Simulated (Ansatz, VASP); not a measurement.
**Ge3Pd: VASP beside Ansatz**

File INCAR:

```
SYSTEM = Ge3Pd
PREC = Accurate
ENCUT = 520
EDIFF = 1E-6
ISMEAR = -1
SIGMA = 0.05
LREAL = .FALSE.
LASPH = .TRUE.
NELM = 60
ALGO = Normal
ISIF = 2
LWAVE = .FALSE.
LCHARG = .FALSE.
GGA = PS
NBANDS = 34
```

Contents of KPOINTS:

```
Automatic mesh
0
G
  7 7 7
  0 0 0
```

File POSCAR:

```
Ge3Pd
1.0
    4.1420230000      0.0000000000      0.0000000000
    0.0000000000      4.1420230000      0.0000000000
    0.0000000000      0.0000000000      4.1420230000
Pd Ge
1 3
Direct
    0.0000000000      0.0000000000      0.0000000000
    0.5000000000      0.5000000000      0.0000000000
    0.5000000000      0.0000000000      0.5000000000
    0.0000000000      0.5000000000      0.5000000000
```

input.yaml

```yaml
crystal:
  lattice:
    - [4.142023, 0.0, 0.0]
    - [0.0, 4.142023, 0.0]
    - [0.0, 0.0, 4.142023]
  atoms:
    - { symbol: Pd, position: [0.0, 0.0, 0.0] }
    - { symbol: Ge, position: [0.5, 0.5, 0.0] }
    - { symbol: Ge, position: [0.5, 0.0, 0.5] }
    - { symbol: Ge, position: [0.0, 0.5, 0.5] }
hamiltonian:
  xc: pbesol
  pseudopotentials: { kind: paw }
kpoints:
  mp_grid: { grid: [7, 7, 7] }
  band_path:
    path:
      - [[0.0, 0.0, 0.0], [0.0, 0.5, 0.0], [0.5, 0.5, 0.0], [0.0, 0.0, 0.0], [0.5, 0.5, 0.5], [0.0, 0.5, 0.0]]
      - [[0.5, 0.5, 0.0], [0.5, 0.5, 0.5]]
    npoints: 14
scf:
  occupations: { method: fermi_dirac, width: 0.05 }
  n_extra_bands: 10
output:
  forces: true
  stress: true
  eigenvalues: true
  fatbands: true
```

Alike in both runs: functional PBEsol; k mesh 7 × 7 × 7; occupations fermi-dirac, width 0.05 eV; no spin polarisation.

|  | VASP | Ansatz |
| --- | --- | --- |
| version | VASP 6.6.1 | Ansatz 0.2.0 |
| potentials or method | VASP PAW PBE potentials, release 64 (Pd, Ge_d) | Ansatz PAW |
| plane-wave cutoff (eV) | 520 | 420 |
| valence electrons in the cell | 52 | 60 |
| task | single point | band structure |

```csv
,VASP,Ansatz,Ansatz less VASP
gap on the k mesh at the Fermi level (eV),none,none,-
pressure (GPa),-4.6,-4.7,-0.17
```

VASP's potentials were made for PBE, not for PBEsol. A gap of «none» marks a metal or a gap that the smearing closes. VASP's potentials hold 52 valence electrons a cell and Ansatz's 60, so a difference there can come from the potentials and not from the codes.
